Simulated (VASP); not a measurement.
Wanted: the native input for a VASP 6.6.1 run.

```yaml
Task: single point
Functional: PBE
Potentials_or_basis: VASP PAW PBE potentials, release 64 (Li_sv, Cl, Zn)
Cutoff: 520 eV
k_mesh: 3 × 3 × 3
Occupations: gaussian, width 0.02 eV
Spin: no spin polarisation
Dipole_correction: no
Further_INCAR_settings: LREAL = Auto; ALGO = Normal; EDIFF = 1e-06; NBANDS = 62
```

The structure of Li7ZnCl9 lies in POSCAR:

```
Li7ZnCl9
1.0
    6.9697140000     -0.0925540000     -0.0872310000
   -0.1080840000      7.6115910000     -0.1853300000
   -0.0792180000     -0.1648330000      7.0007610000
Li Cl Zn
7 9 1
Direct
    0.6118265446      0.1022000119      0.4112491721
    0.9736898523      0.1974817165      0.8856492380
    0.9115074975      0.4210382772      0.3206307732
    0.3884548623      0.5874233535      0.1535573469
    0.4708866249      0.9334988995      0.9136123850
    0.9240659217      0.6863918265      0.8249857141
    0.4581963949      0.4034134892      0.6664900410
    0.1496680531      0.9344672827      0.8184733942
    0.8748923502      0.0749793800      0.2097660044
    0.0762928046      0.4827407970      0.0325942721
    0.3698378959      0.8985500547      0.2941761447
    0.1270637976      0.2845846615      0.5654629440
    0.5764107747      0.6429067218      0.8803915165
    0.9092279745      0.7153035672      0.4811929146
    0.5598673411      0.4024874588      0.3475859665
    0.6420630097      0.1495235521      0.7535800320
    0.0906094710      0.9757066023      0.4553423261
```

These files were run (other wordings do the same):

INCAR

```
SYSTEM = Li7ZnCl9
ALGO = Normal ; EDIFF = 1E-6
ENCUT = 520 ; GGA = PE
ISIF = 2 ; ISMEAR = 0
LASPH = .TRUE. ; LCHARG = .TRUE.
LELF = .TRUE. ; LREAL = Auto
LVHAR = .TRUE. ; LWAVE = .FALSE.
NBANDS = 62 ; NELM = 80
PREC = Accurate ; SIGMA = 0.02
```

KPOINTS

```
k-points
0
G
  3 3 3
  0 0 0
```

Potentials or basis: VASP PAW PBE potentials, release 64 (Li_sv, Cl, Zn).

Command:

```sh
$ cat potpaw_PBE.64/Li_sv/POTCAR potpaw_PBE.64/Cl/POTCAR potpaw_PBE.64/Zn/POTCAR > POTCAR
$ mpirun -np 1 vasp_std > vasp.out
```

It gave:

```yaml
Largest_force: 0.037 eV/Å
Band_gap_on_the_k_mesh: 4.48 eV
```

Wall time 5.7 min on 1 thread of Intel(R) Xeon(R) Platinum 8488C (Sapphire Rapids), with other jobs on the host, peak memory 0.52 GiB.
